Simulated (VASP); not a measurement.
# AgI (F-43m) in VASP: settings compared

AgI is run at these levels: PBE, LDA, r2SCAN; tasks: single point.

Program: VASP 6.6.1. These are calculated values, not measurements. Logs are shortened: lines on timing, memory, paths and dates and some standing lists are left out, and cuts for length are marked.

## (1) The cell of the first run

The structure is cubic, space group F-43m (No. 216). Conventional cell: a = 6.632 Å, b = 6.632 Å, c = 6.632 Å, α = 90.00°, β = 90.00°, γ = 90.00°. Ag (site symmetry -43m) has 4 I at 2.87 Å within 3.8 Å. I (site symmetry -43m) has 4 Ag at 2.87 Å within 3.8 Å.

## (2) Single point, PBE

INCAR

```
SYSTEM = AgI
PREC = Accurate ; ENCUT = 500
EDIFF = 1E-6 ; ISMEAR = -1
SIGMA = 0.02 ; LREAL = .FALSE.
LASPH = .TRUE. ; NELM = 120
ALGO = Normal ; ISIF = 2
LWAVE = .FALSE. ; LCHARG = .FALSE.
GGA = PE ; NBANDS = 16
GGA_COMPAT = .FALSE.
```

KPOINTS

```
regular mesh
0
G
  6 6 6
  0 0 0
```

POSCAR

```
AgI
1.0
    0.0000000000      3.3158714970      3.3158714970
    3.3158714970      0.0000000000      3.3158714970
    3.3158714970      3.3158714970      0.0000000000
Ag I
1 1
Direct
    0.0000000000      0.0000000000      0.0000000000
    0.2500000000      0.2500000000      0.2500000000
```

Potentials or basis: VASP PAW PBE potentials, release 64 (Ag, I).

Command:

```console
> cat potpaw_PBE.64/Ag/POTCAR potpaw_PBE.64/I/POTCAR > POTCAR
> mpirun -np 1 vasp_std > vasp.out
```

OUTCAR:

```text
SYSTEM = AgI
   PREC = Accurate
   ENCUT = 500
   EDIFF = 1E-6
   ISMEAR = -1
   LREAL = .FALSE.
   LASPH = .TRUE.
   NELM = 120
   ISIF = 2
   GGA = PE

 ion  position               nearest neighbor table
   1  0.000  0.000  0.000-   2 2.87   2 2.87   2 2.87   2 2.87
   2  0.250  0.250  0.250-   1 2.87   1 2.87   1 2.87   1 2.87

  LATTYP: Found a face centered cubic cell.
 ALAT       =     6.6317429940

  Lattice vectors:

 A1 = (   0.0000000000,   3.3158714970,   3.3158714970)
 A2 = (   3.3158714970,   0.0000000000,   3.3158714970)
 A3 = (   3.3158714970,   3.3158714970,   0.0000000000)

Analysis of symmetry for initial positions (statically):
=====================================================================
 Subroutine PRICEL returns:
 Original cell was already a primitive cell.

 Routine SETGRP: Setting up the symmetry group for a
 face centered cubic supercell.

 Subroutine GETGRP returns: Found 24 space group operations
 (whereof 24 operations were pure point group operations)
 out of a pool of 48 trial point group operations.

The static configuration has the point symmetry T_d .

Analysis of symmetry for dynamics (positions and initial velocities):
=====================================================================
 Subroutine PRICEL returns:
 Original cell was already a primitive cell.

 Routine SETGRP: Setting up the symmetry group for a
 face centered cubic supercell.

 Subroutine GETGRP returns: Found 24 space group operations
 (whereof 24 operations were pure point group operations)
 out of a pool of 48 trial point group operations.

The dynamic configuration has the point symmetry T_d .

 Subroutine INISYM returns: Found 24 space group operations
 (whereof 24 operations are pure point group operations),
 and found     1 'primitive' translations

----------------------------------------------------------------------------------------

                                     Primitive cell

  volume of cell :      72.9160

  direct lattice vectors                    reciprocal lattice vectors
     0.000000000  3.315871497  3.315871497    -0.150789921  0.150789921  0.150789921
     3.315871497  0.000000000  3.315871497     0.150789921 -0.150789921  0.150789921
     3.315871497  3.315871497  0.000000000     0.150789921  0.150789921 -0.150789921
[... 70 lines left out ...]
   LNONCOLLINEAR =      F non collinear calculations
   LSORBIT =      F    spin-orbit coupling
   LASPH  =      T    aspherical Exc in radial PAW
   ENCUT  =  500.0 eV  36.75 Ry    6.06 a.u.   8.55  8.55  8.55*2*pi/ulx,y,z
   NELM   =    120;   NELMIN=  2; NELMDL= -5     # of ELM steps
   EDIFF  = 0.1E-05   stopping-criterion for ELM
   LREAL  =      F    real-space projection
   EDIFFG = 0.1E-04   stopping-criterion for IOM
   NSW    =      0    number of steps for IOM
   IBRION =     -1    ionic relax: 0-MD 1-quasi-New 2-CG
   NFREE  =      0    steps in history (QN), initial steepest desc. (CG)
   ISIF   =      2    stress and relaxation
   ISYM   =      2    0-nonsym 1-usesym 2-fastsym
   POTIM  = 0.5000    time-step for ionic-motion
   TEBEG  =    0.0;   TEEND  =   0.0 temperature during run
   PSTRESS=    0.0 pullay stress
   NELECT =      18.0000    total number of electrons
   NUPDOWN=      -1.0000    fix difference up-down
   EMIN   =  10.00;   EMAX   =-10.00  energy-range for DOS
   EFERMI =   0.00;   METHOD = LEGACY
   ISMEAR =    -1;   SIGMA  =   0.02  broadening in eV -4-tet -1-fermi 0-gaus
   EFERMI_NEDOS =   21; number of points for ismear=-14 and -15
   IALGO  =     38    algorithm
   IMIX   =      4    mixing-type and parameters
     AMIX     =   0.40;   BMIX     =  1.00
     AMIX_MAG =   1.60;   BMIX_MAG =  1.00
  volume/ion in A,a.u.               =      36.46       246.03
  Fermi-wavevector in a.u.,A,eV,Ry     =   1.026971  1.940693 14.349635  1.054668
  Thomas-Fermi vector in A             =   2.160891
   LORBIT       =      0    0 simple, 1 ext, 2 COOP (PROOUT), +10 PAW based schemes
   GGA     = PE    functional components
   LHFCALC =     F    Hartree Fock is set to
   AEXX    =    0.0000 exact exchange contribution
   IVDW    =     0    specifies the selected vdW correction
   LEPSILON=     F    determine dielectric tensor
   LRPA    =     F    only Hartree local field effects (RPA)
 non-spin polarized calculation
  energy-cutoff  :      500.00
  volume of cell :       72.92
 maximum number of plane-waves:      1874
 NGX is ok and might be reduce to    36
   NGX = 17   NGY = 17   NGZ = 17

 number of electron      18.0000004 magnetization

 Free energy of the ion-electron system (eV)
  ---------------------------------------------------
  ext. energy  EPLUGINS =         0.00000000
  ---------------------------------------------------
  free energy    TOTEN  =        -4.79122924 eV

  energy without entropy =       -4.79122924  energy(sigma->0) =       -4.79122924

 E-fermi :   2.9018     XC(G=0):  -8.1418

 val. band max:        2.4538600663   @ k =   0.0000   0.0000   0.0000
 cond. band min:       3.7987550338   @ k =   0.0000   0.0000   0.0000
 fundamental gap:      1.3448949676
 Fermi energy:         2.9018328658

 k-point     1 :       0.0000    0.0000    0.0000
  band No.  band energies     occupation
      1     -10.0163      2.00000
      2      -1.4035      2.00000
      3      -1.4035      2.00000
      4      -1.4035      2.00000
      5      -0.3614      2.00000
      6      -0.3614      2.00000
[... 281 lines left out ...]
      3      -1.0375      2.00000
      4      -0.9483      2.00000
      5      -0.3665      2.00000
      6      -0.1485      2.00000
[... 8 lines left out ...]
     15      13.7840      0.00000
     16      14.0223      0.00000

------------------------ aborting loop because EDIFF is reached ----------------------------------------

  FORCE on cell =-STRESS in cart. coord.  units (eV):
  Direction    XX          YY          ZZ          XY          YZ          ZX
  --------------------------------------------------------------------------------------
  -------------------------------------------------------------------------------------
  Total       -0.0336890     -0.0336890     -0.0336890     -0.0000000     -0.0000000      0.0000000
  in kB       -0.7402452     -0.7402452     -0.7402452     -0.0000000     -0.0000000      0.0000000
  external PRESSURE =      -0.7402452 kB  Pullay stress =       0.0000000 kB

 VOLUME and BASIS-vectors are now :
 -----------------------------------------------------------------------------
  energy-cutoff  :      500.00
  volume of cell :       72.92
      direct lattice vectors                 reciprocal lattice vectors
     0.000000000  3.315871497  3.315871497    -0.150789921  0.150789921  0.150789921
     3.315871497  0.000000000  3.315871497     0.150789921 -0.150789921  0.150789921
     3.315871497  3.315871497  0.000000000     0.150789921  0.150789921 -0.150789921

 POSITION                                       TOTAL-FORCE (eV/Angst)
 -----------------------------------------------------------------------------------
      0.00000      0.00000      0.00000        -0.000000     -0.000000     -0.000000
      1.65794      1.65794      1.65794         0.000000      0.000000      0.000000
 -----------------------------------------------------------------------------------
    total drift:                                0.000000      0.000000      0.000000

  FREE ENERGIE OF THE ION-ELECTRON SYSTEM (eV)
  ---------------------------------------------------
  free  energy   TOTEN  =        -4.7912292397 eV

  energy  without entropy=       -4.7912292397  energy(sigma->0) =       -4.79122924
```

OSZICAR:

```text
N       E                     dE             d eps       ncg     rms          rms(c)
DAV:   1     0.913499311737E+02    0.91350E+02   -0.73947E+03   512   0.908E+02
DAV:   2    -0.140874054522E+01   -0.92759E+02   -0.86937E+02   640   0.192E+02
DAV:   3    -0.481852154728E+01   -0.34098E+01   -0.34027E+01   640   0.384E+01
DAV:   4    -0.487202618202E+01   -0.53505E-01   -0.53502E-01   792   0.448E+00
DAV:   5    -0.487216546197E+01   -0.13928E-03   -0.13928E-03   664   0.222E-01    0.447E+00
DAV:   6    -0.479100847094E+01    0.81157E-01   -0.21844E-01   608   0.652E+00    0.342E+00
DAV:   7    -0.479049129680E+01    0.51717E-03   -0.42139E-02   544   0.121E+00    0.150E+00
DAV:   8    -0.479092829973E+01   -0.43700E-03   -0.26918E-03   592   0.457E-01    0.255E-01
DAV:   9    -0.479115000401E+01   -0.22170E-03   -0.42084E-04   640   0.236E-01    0.569E-02
DAV:  10    -0.479118976512E+01   -0.39761E-04   -0.27836E-05   632   0.546E-02    0.204E-02
DAV:  11    -0.479122957445E+01   -0.39809E-04   -0.51641E-05   592   0.499E-02    0.135E-02
DAV:  12    -0.479122923967E+01    0.33478E-06   -0.24796E-06   640   0.151E-02
   1 F= -.47912292E+01 E0= -.47912292E+01  d E =-.243889E-11
```

It took 18 s on 1 thread of Intel Xeon Platinum 8488C (Sapphire Rapids), shared host; peak memory 0.2 GiB.

Results:

```
Free energy            : -4.7912 eV
Pressure               : -0.1 GPa
Band gap on the k mesh : 1.34 eV, direct
```

Caveat: spin-orbit coupling is left out, which moves the levels of the heavy elements.

## (3) Single point, PBE

This run uses another cell than the first one, of 35.57 Å³/atom, 0.976 times its volume.

INCAR

```
PREC     = Accurate       # precision mode
ENCUT    = 500            # plane-wave cutoff, eV
EDIFF    = 1E-6           # SCF threshold, eV
ISMEAR   = -1             # smearing method
SIGMA    = 0.02           # smearing width, eV
LREAL    = False          # projectors in reciprocal space
LASPH    = True           # aspherical terms in the spheres
NELM     = 120            # most SCF steps
ALGO     = Normal         # electronic algorithm
ISIF     = 2              # what is computed and relaxed
LWAVE    = False          # write WAVECAR
LCHARG   = False          # write CHGCAR
GGA      = PE             # functional
NBANDS   = 16             # bands
GGA_COMPAT= False
```

KPOINTS

```
Automatic mesh
0
Gamma
  6 6 6
```

POSCAR

```
AgI
1.0
    0.0000000000      3.2886327781      3.2886327781
    3.2886327781      0.0000000000      3.2886327781
    3.2886327781      3.2886327781      0.0000000000
Ag I
1 1
Direct
    0.0000000000      0.0000000000      0.0000000000
    0.2500000000      0.2500000000      0.2500000000
```

Potentials or basis: VASP PAW PBE potentials, release 64 (Ag, I).

Command:

```console
> cat potpaw_PBE.64/Ag/POTCAR potpaw_PBE.64/I/POTCAR > POTCAR
> mpirun -np 1 vasp_std > vasp.out
```

Run time: 19 s. Hardware: 1 thread of Intel Xeon Platinum 8488C (Sapphire Rapids), shared host; peak memory 0.2 GiB.

Results (log left out):

| Item | Value |
| --- | --- |
| Free energy | -4.7883 eV |
| Pressure | 0.6 GPa |
| Band gap on the k mesh | 1.34 eV, direct |

Levels at points of the mesh, in eV from the valence-band top:
```tsv
k point	band 5	band 6	band 7	band 8	band 9	band 10	band 11	band 12	band 13	band 14
(0.00, 0.00, 0.00)	-2.91	-2.91	0.00	0.00	0.00	1.34	5.82	5.82	5.82	8.90
(0.50, 0.00, 0.00)	-2.89	-2.89	-2.78	-0.67	-0.67	2.78	6.28	6.28	7.15	9.19
(0.50, 0.50, 0.00)	-2.83	-2.80	-2.46	-1.66	-1.66	3.72	3.86	8.38	9.51	9.51
```

Caveat: spin-orbit coupling is left out, which moves the levels of the heavy elements. PBE gaps usually lie below the measured ones, often by a third to a half.

## (4) Single point, LDA

This run uses another cell than the first one, of 35.57 Å³/atom, 0.976 times its volume.

INCAR

```
SYSTEM = AgI
ALGO     = Normal         ! electronic algorithm
EDIFF    = 1E-6           ! SCF threshold, eV
ENCUT    = 500            ! plane-wave cutoff, eV
GGA      = CA             ! functional
GGA_COMPAT= .FALSE.      
ISIF     = 2              ! what is computed and relaxed
ISMEAR   = 0              ! smearing method
LASPH    = .TRUE.         ! aspherical terms in the spheres
LCHARG   = .FALSE.        ! write CHGCAR
LREAL    = .FALSE.        ! projectors in reciprocal space
LWAVE    = .FALSE.        ! write WAVECAR
NBANDS   = 16             ! bands
NELM     = 120            ! most SCF steps
PREC     = Accurate       ! precision mode
SIGMA    = 0.01           ! smearing width, eV
```

KPOINTS

```
k-points
0
G
  6 6 6
  0 0 0
```

POSCAR is that of step 3.

Potentials or basis: VASP PAW LDA potentials, release 64 (Ag, I).

Command:

```console
> cat potpaw_LDA.64/Ag/POTCAR potpaw_LDA.64/I/POTCAR > POTCAR
> mpirun -np 1 vasp_std > vasp.out
```

Run time: 14 s. Hardware: 1 thread of Intel Xeon Platinum 8488C (Sapphire Rapids), shared host; peak memory 0.18 GiB.

The run converged. Its results:

* Free energy: -6.0402 eV
* Pressure: -3.3 GPa
* Band gap on the k mesh: 1.09 eV, direct

Levels at points of the mesh, in eV from the valence-band top:
```
           k point  band 6  band 7  band 8  band 9  band 10  band 11  band 12  band 13
(0.00, 0.00, 0.00)   -2.96    0.00    0.00    0.00     1.09     5.69     5.69     5.69
(0.50, 0.00, 0.00)   -2.93   -2.83   -0.68   -0.68     2.58     6.16     6.16     6.89
(0.50, 0.50, 0.00)   -2.86   -2.52   -1.69   -1.69     3.51     3.72     8.13     9.33
```

Caveat: spin-orbit coupling is left out, which moves the levels of the heavy elements.

## (5) Single point, r2SCAN

This run uses another cell than the first one, of 35.57 Å³/atom, 0.976 times its volume.

POSCAR is that of step 4.

INCAR.step1

```
PREC = Accurate
ENCUT = 550
ISMEAR = -1
SIGMA = 0.02
LREAL = F
LASPH = T
NELM = 120
NBANDS = 16
GGA = PE
ALGO = Normal
EDIFF = 1E-5
LWAVE = T
LCHARG = F
GGA_COMPAT = F
```

INCAR.step2

```
PREC = Accurate
ENCUT = 550
EDIFF = 1E-6
ISMEAR = -1
SIGMA = 0.02
LREAL = F
LASPH = T
NELM = 120
ALGO = Normal
ISIF = 2
LWAVE = F
LCHARG = F
METAGGA = R2SCAN
LMIXTAU = T
NBANDS = 16
ISTART = 1
GGA_COMPAT = F
```

KPOINTS

```
regular mesh
0
Gamma
  6 6 6
```

Potentials or basis: VASP PAW PBE potentials, release 64 (Ag, I).

Command:

```console
> cat potpaw_PBE.64/Ag/POTCAR potpaw_PBE.64/I/POTCAR > POTCAR
> cp INCAR.step1 INCAR
> mpirun -np 1 vasp_std > vasp.out
> cp INCAR.step2 INCAR
> mpirun -np 1 vasp_std > vasp.out
```

Wall time 71 s (1 thread of Intel Xeon Platinum 8488C (Sapphire Rapids), shared host); peak memory 0.23 GiB.

Results (log left out):

* Free energy: -46.5252 eV
* Pressure: -0.1 GPa
* Band gap on the k mesh: 1.79 eV, direct

Levels at points of the mesh, in eV from the valence-band top:
| k point | band 5 | band 6 | band 7 | band 8 | band 9 | band 10 | band 11 | band 12 | band 13 | band 14 |
| --- | --- | --- | --- | --- | --- | --- | --- | --- | --- | --- |
| (0.00, 0.00, 0.00) | -2.94 | -2.94 | 0.00 | 0.00 | 0.00 | 1.79 | 6.31 | 6.31 | 6.31 | 9.32 |
| (0.50, 0.00, 0.00) | -2.91 | -2.91 | -2.80 | -0.68 | -0.68 | 3.22 | 6.71 | 6.71 | 7.45 | 9.60 |
| (0.50, 0.50, 0.00) | -2.85 | -2.82 | -2.46 | -1.70 | -1.70 | 3.98 | 4.23 | 8.85 | 10.18 | 10.18 |

Caveat: the PAW data sets were made with another functional, which shifts forces and pressure a little; spin-orbit coupling is left out, which moves the levels of the heavy elements. r2SCAN opens gaps a little over a GGA but as a rule still falls short of measured ones.

## (6) Single point, r2SCAN

This run uses another cell than the first one, of 35.57 Å³/atom, 0.976 times its volume.

POSCAR is that of step 5.

INCAR.step1

```
SYSTEM = AgI
PREC = Accurate
ENCUT = 550
ISMEAR = 0
SIGMA = 0.01
LREAL = .FALSE.
LASPH = .TRUE.
NELM = 120
NBANDS = 16
GGA = PE
ALGO = Normal
EDIFF = 1E-5
LWAVE = .TRUE.
LCHARG = .FALSE.
GGA_COMPAT = .FALSE.
```

INCAR.step2

```
SYSTEM = AgI
PREC = Accurate
ENCUT = 550
EDIFF = 1E-6
ISMEAR = 0
SIGMA = 0.01
LREAL = .FALSE.
LASPH = .TRUE.
NELM = 120
ALGO = Normal
ISIF = 2
LWAVE = .FALSE.
LCHARG = .FALSE.
METAGGA = R2SCAN
LMIXTAU = .TRUE.
NBANDS = 16
ISTART = 1
GGA_COMPAT = .FALSE.
```

KPOINTS

```
Automatic mesh
0
G
  6 6 6
  0 0 0
```

Potentials or basis: VASP PAW PBE potentials, release 64 (Ag, I).

Command:

```console
> cat potpaw_PBE.64/Ag/POTCAR potpaw_PBE.64/I/POTCAR > POTCAR
> cp INCAR.step1 INCAR
> mpirun -np 1 vasp_std > vasp.out
> cp INCAR.step2 INCAR
> mpirun -np 1 vasp_std > vasp.out
```

Run time: 79 s. Hardware: 1 thread of Intel Xeon Platinum 8488C (Sapphire Rapids), shared host; peak memory 0.23 GiB.

It converged, with:

```yaml
Free_energy: -46.5252 eV
Pressure: -0.1 GPa
Band_gap_on_the_k_mesh: 1.79 eV, direct
```

Levels at points of the mesh, in eV from the valence-band top:
```csv
k point,band 5,band 6,band 7,band 8,band 9,band 10,band 11,band 12,band 13,band 14
"(0.00, 0.00, 0.00)",-2.94,-2.94,0.00,0.00,0.00,1.79,6.31,6.31,6.31,9.32
"(0.50, 0.00, 0.00)",-2.91,-2.91,-2.80,-0.68,-0.68,3.22,6.71,6.71,7.45,9.60
"(0.50, 0.50, 0.00)",-2.85,-2.82,-2.46,-1.70,-1.70,3.98,4.23,8.85,10.18,10.18
```

Caveat: the PAW data sets were made with another functional, which shifts forces and pressure a little; spin-orbit coupling is left out, which moves the levels of the heavy elements. r2SCAN opens gaps a little over a GGA but as a rule still falls short of measured ones.

## (7) Overview

```csv
level,potentials or basis,cell,cutoff (eV),smearing,gap on the mesh (eV),pressure (GPa)
PBE,"VASP PAW PBE potentials, release 64 (Ag, I)","a = 4.689 Å, angles 60.0°, 2 atoms",500,fermi-dirac 0.02 eV,1.34,-0.1
PBE,"VASP PAW PBE potentials, release 64 (Ag, I)","a = 4.651 Å, angles 60.0°, 2 atoms",500,fermi-dirac 0.02 eV,1.34,0.6
LDA,"VASP PAW LDA potentials, release 64 (Ag, I)","a = 4.651 Å, angles 60.0°, 2 atoms",500,gaussian 0.01 eV,1.09,-3.3
r2SCAN,"VASP PAW PBE potentials, release 64 (Ag, I)","a = 4.651 Å, angles 60.0°, 2 atoms",550,fermi-dirac 0.02 eV,1.79,-0.1
r2SCAN,"VASP PAW PBE potentials, release 64 (Ag, I)","a = 4.651 Å, angles 60.0°, 2 atoms",550,gaussian 0.01 eV,1.79,-0.1
```

Alike in all rows: task single point; no spin polarisation; k mesh 6 × 6 × 6.

Caveats: spin-orbit coupling is left out, which moves the levels of the heavy elements; the PAW data sets were made with another functional, which shifts forces and pressure a little (some runs).

Total energies depend on the potentials used, so only differences within one code and one set of settings carry meaning.
